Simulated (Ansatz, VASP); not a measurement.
# Two plane-wave programs on ZnS

```
Zn S
1.0
     3.73823    0.00000    0.00000
    -1.86912    3.23740    0.00000
     0.00000    0.00000    6.14300
Zn S
2 2
Cartesian
  0.0000 2.1583 0.0343
  1.8691 1.0791 3.1058
  0.0000 2.1583 2.3307
  1.8691 1.0791 5.4022
```

Alike in both runs: functional LDA; k mesh 10 × 10 × 6; occupations fermi-dirac, width 0.05 eV; no spin polarisation.

Ansatz relaxed the structure, and its values are those at the end. VASP's run is a single point on that final structure, the one shown.

```csv
,VASP,Ansatz
version,VASP 6.6.1,Ansatz 0.2.0
potentials or method,"VASP PAW LDA potentials, release 64 (Zn, S)","PAW with Ansatz's default frozen-core files, scalar-relativistic"
plane-wave cutoff (eV),520,420
valence electrons in the cell,36,36
```

```csv
,VASP,Ansatz,Ansatz less VASP
pressure (GPa),0.2,0.0,-0.24
```

LDA's correlation is that of Perdew and Zunger in VASP and of Perdew and Wang (1992) in Ansatz.
